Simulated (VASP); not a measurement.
# MnO (Pm-3m) in VASP: a series of runs, part 2 of 2

VASP 6.6.1.

### Step 5. Single point, PBE-based screened hybrid with 10 % exact exchange, collinear spin, ferromagnetic start

POSCAR

```
MnO
1.0
    2.6723886600      0.0000000000      0.0000000000
    0.0000000000      2.6723886600      0.0000000000
    0.0000000000      0.0000000000      2.6723886600
Mn O
1 1
Direct
    0.0000000000      0.0000000000      0.0000000000
    0.5000000000      0.5000000000      0.5000000000
```

INCAR.step1

```
SYSTEM = MnO
PREC     = Accurate       ! precision mode
ENCUT    = 520            ! plane-wave cutoff, eV
EDIFF    = 1E-5           ! SCF threshold, eV
ISMEAR   = -1             ! smearing method
SIGMA    = 0.05           ! smearing width, eV
LREAL    = .FALSE.        ! projectors in reciprocal space
LASPH    = .TRUE.         ! aspherical terms in the spheres
NELM     = 150            ! most SCF steps
ALGO     = Normal         ! electronic algorithm
ISIF     = 2              ! what is computed and relaxed
LWAVE    = .TRUE.         ! write WAVECAR
ISPIN    = 2              ! spin polarisation
MAGMOM   = 4 0            ! initial moments
LORBIT   = 11             ! projections on sites
LMAXMIX  = 4              ! l up to which the mixer works
NBANDS   = 20             ! bands
GGA      = PE             ! functional
```

INCAR.step2

```
SYSTEM = MnO
PREC     = Accurate       ! precision mode
ENCUT    = 520            ! plane-wave cutoff, eV
EDIFF    = 1E-6           ! SCF threshold, eV
ISMEAR   = -1             ! smearing method
SIGMA    = 0.05           ! smearing width, eV
LREAL    = .FALSE.        ! projectors in reciprocal space
LASPH    = .TRUE.         ! aspherical terms in the spheres
NELM     = 150            ! most SCF steps
ALGO     = Normal         ! electronic algorithm
ISIF     = 2              ! what is computed and relaxed
LWAVE    = .FALSE.        ! write WAVECAR
LCHARG   = .TRUE.         ! write CHGCAR
ISPIN    = 2              ! spin polarisation
MAGMOM   = 4 0            ! initial moments
LORBIT   = 11             ! projections on sites
LMAXMIX  = 4              ! l up to which the mixer works
GGA      = PE             ! functional
LHFCALC  = .TRUE.         ! exact exchange
AEXX     = 0.1            ! exact-exchange fraction
HFSCREEN = 0.2            ! screening, 1/A
PRECFOCK = Normal       
LELF     = .TRUE.         ! ELF
LVHAR    = .TRUE.       
NBANDS   = 20             ! bands
ISTART   = 1
```

KPOINTS

```
Automatic mesh
0
G
  5 5 5
  0 0 0
```

Potentials or basis: VASP PAW PBE potentials, release 64 (Mn_pv, O).

Started as:

```console
$ cat potpaw_PBE.64/Mn_pv/POTCAR potpaw_PBE.64/O/POTCAR > POTCAR
$ cp INCAR.step1 INCAR
$ mpirun -np 1 vasp_std > vasp.out
$ cp INCAR.step2 INCAR
$ mpirun -np 1 vasp_std > vasp.out
```

OUTCAR:

```text
SYSTEM = MnO
   PREC = Accurate
   ENCUT = 520
   EDIFF = 1E-6
   ISMEAR = -1
   LREAL = .FALSE.
   LASPH = .TRUE.
   NELM = 150
   ISIF = 2
   ISPIN = 2
   LORBIT = 11
   GGA = PE
   LHFCALC = .TRUE.
   AEXX = 0.1
   HFSCREEN = 0.2
   PRECFOCK = Normal
   ISTART = 1

 ion  position               nearest neighbor table
   1  0.000  0.000  0.000-   2 2.31   2 2.31   2 2.31   2 2.31   2 2.31   2 2.31   2 2.31   2 2.31

   2  0.500  0.500  0.500-   1 2.31   1 2.31   1 2.31   1 2.31   1 2.31   1 2.31   1 2.31   1 2.31

  LATTYP: Found a simple cubic cell.
 ALAT       =     2.6723886600

  Lattice vectors:

 A1 = (   2.6723886600,   0.0000000000,   0.0000000000)
 A2 = (   0.0000000000,   2.6723886600,   0.0000000000)
 A3 = (   0.0000000000,   0.0000000000,   2.6723886600)

Analysis of symmetry for initial positions (statically):
=====================================================================
 Subroutine PRICEL returns:
 Original cell was already a primitive cell.

 Routine SETGRP: Setting up the symmetry group for a
[... 423 lines left out ...]
      5       6.0015      1.00000
      6       6.0015      1.00000
[... 219 lines left out ...]
     19      31.2956      0.00000
     20      42.5351      0.00000

------------------------ aborting loop because EDIFF is reached ----------------------------------------

  FORCE on cell =-STRESS in cart. coord.  units (eV):
  Direction    XX          YY          ZZ          XY          YZ          ZX
  --------------------------------------------------------------------------------------
  -------------------------------------------------------------------------------------
  Total        2.3787707      2.3787707      2.3787707     -0.0000000      0.0000000     -0.0000000
  in kB      199.6936699    199.6936699    199.6936699     -0.0000000      0.0000000     -0.0000000
  external PRESSURE =     199.6936699 kB  Pullay stress =       0.0000000 kB

 VOLUME and BASIS-vectors are now :
 -----------------------------------------------------------------------------
  energy-cutoff  :      520.00
  volume of cell :       19.09
      direct lattice vectors                 reciprocal lattice vectors
     2.672388660  0.000000000  0.000000000     0.374197068  0.000000000  0.000000000
     0.000000000  2.672388660  0.000000000     0.000000000  0.374197068  0.000000000
     0.000000000  0.000000000  2.672388660     0.000000000  0.000000000  0.374197068

 POSITION                                       TOTAL-FORCE (eV/Angst)
 -----------------------------------------------------------------------------------
      0.00000      0.00000      0.00000         0.000000      0.000000      0.000000
      1.33619      1.33619      1.33619         0.000000      0.000000      0.000000
 -----------------------------------------------------------------------------------
    total drift:                               -0.000000      0.000001      0.000000

  FREE ENERGIE OF THE ION-ELECTRON SYSTEM (eV)
  ---------------------------------------------------
  free  energy   TOTEN  =       -18.0789239146 eV

  energy  without entropy=      -18.0786796488  energy(sigma->0) =      -18.07880178

 total charge

# of ion       s       p       d       tot
------------------------------------------
    1        0.213   6.197   4.982  11.391
    2        1.566   3.450   0.000   5.016
--------------------------------------------------
tot          1.779   9.647   4.982  16.408

 magnetization (x)

# of ion       s       p       d       tot
------------------------------------------
    1        0.031   0.039   4.449   4.519
    2        0.028   0.231   0.000   0.259
--------------------------------------------------
tot          0.059   0.270   4.449   4.778
```

OSZICAR.step1:

```text
N       E                     dE             d eps       ncg     rms          rms(c)
DAV:   1     0.162540880615E+03    0.16254E+03   -0.10259E+04   800   0.116E+03
DAV:   2    -0.978251433668E+01   -0.17232E+03   -0.16028E+03   840   0.330E+02
DAV:   3    -0.176688573459E+02   -0.78863E+01   -0.77502E+01   912   0.754E+01
DAV:   4    -0.177198433788E+02   -0.50986E-01   -0.50976E-01   896   0.622E+00
DAV:   5    -0.177202233812E+02   -0.38000E-03   -0.38000E-03   884   0.534E-01    0.136E+01
DAV:   6    -0.159116180780E+02    0.18086E+01   -0.89617E+00  1020   0.354E+01    0.128E+01
DAV:   7    -0.153246786479E+02    0.58694E+00   -0.21169E+00   912   0.211E+01    0.648E+00
DAV:   8    -0.152928417030E+02    0.31837E-01   -0.22804E-01   868   0.441E+00    0.416E+00
DAV:   9    -0.152915116603E+02    0.13300E-02   -0.75448E-02   948   0.374E+00    0.219E+00
DAV:  10    -0.152901859588E+02    0.13257E-02   -0.28464E-02   860   0.219E+00    0.111E+00
DAV:  11    -0.152893087499E+02    0.87721E-03   -0.56014E-03   956   0.916E-01    0.362E-01
DAV:  12    -0.152890888475E+02    0.21990E-03   -0.18365E-03  1012   0.422E-01    0.942E-02
DAV:  13    -0.152890946728E+02   -0.58253E-05   -0.14394E-04   836   0.104E-01    0.103E-01
DAV:  14    -0.152890737390E+02    0.20934E-04   -0.82502E-05   884   0.123E-01    0.497E-02
DAV:  15    -0.152890629682E+02    0.10771E-04   -0.20650E-05   784   0.534E-02    0.128E-02
DAV:  16    -0.152890631183E+02   -0.15008E-06   -0.87508E-06   484   0.246E-02
   1 F= -.15289063E+02 E0= -.15283194E+02  d E =-.117375E-01  mag=     4.0356
```

Run time: 24 min. Hardware: 1 thread of Oxide Virtual Turin-like, shared host; peak memory 0.21 GiB.

Results:

```yaml
Free_energy: -18.0789 eV
Pressure: 20.0 GPa
Band_gap_on_the_k_mesh: 0.53 eV (least direct gap 1.22 eV)
Net_moment: 5.00 μB per cell
Site_moments: Mn +4.52; O +0.26 μB
Valence_electrons_inside_the_program's_atomic_spheres: Mn 11.39; O 5.02
```

Levels at points of the mesh, in eV from the valence-band top:
Spin up:
```tsv
k point	band 10	band 11	band 12	band 13	band 14	band 15
(0.00, 0.00, 0.00)	-2.14	-2.14	-2.14	0.91	15.70	15.70
```
Spin down:
| k point | band 5 | band 6 | band 7 | band 8 | band 9 | band 10 |
| --- | --- | --- | --- | --- | --- | --- |
| (0.00, 0.00, 0.00) | -2.03 | -2.03 | -2.03 | 0.53 | 0.53 | 2.85 |

Caveat: the k points lie up to 0.47 Å⁻¹ apart; the PAW data sets were made with another functional, which shifts forces and pressure a little; an odd mesh through Γ misses points on the zone boundary, where band edges can lie; a cell with one magnetic atom can't hold antiferromagnetic order, which such compounds often take.

### Step 6. Overview

```tsv
level	share of exact exchange	screening parameter	gap on the mesh (eV)	pressure (GPa)	moment (μB)
r2SCANh	0.1	-	1.81	15.1	5.00
r2SCAN50	0.5	-	5.88	11.3	5.00
PBE-based screened hybrid with 5 % exact exchange	0.05	0.2 1/Å	none	18.4	4.89
PBE-based screened hybrid with 10 % exact exchange	0.1	0.2 1/Å	0.53	20.0	5.00
```

Alike in all rows: task single point; potentials or basis VASP PAW PBE potentials, release 64 (Mn_pv, O); spin collinear, ferromagnetic start; cell as given; k mesh 5 × 5 × 5; cutoff (eV) 520; smearing fermi-dirac 0.05 eV.

Caveats: all runs use coarse meshes; the PAW data sets were made with another functional, which shifts forces and pressure a little; a cell with one magnetic atom can't hold antiferromagnetic order, which such compounds often take; an odd mesh through Γ misses points on the zone boundary, where band edges can lie (at least some runs).

Total energies depend on the potentials used, so only differences within one code and one set of settings carry meaning.
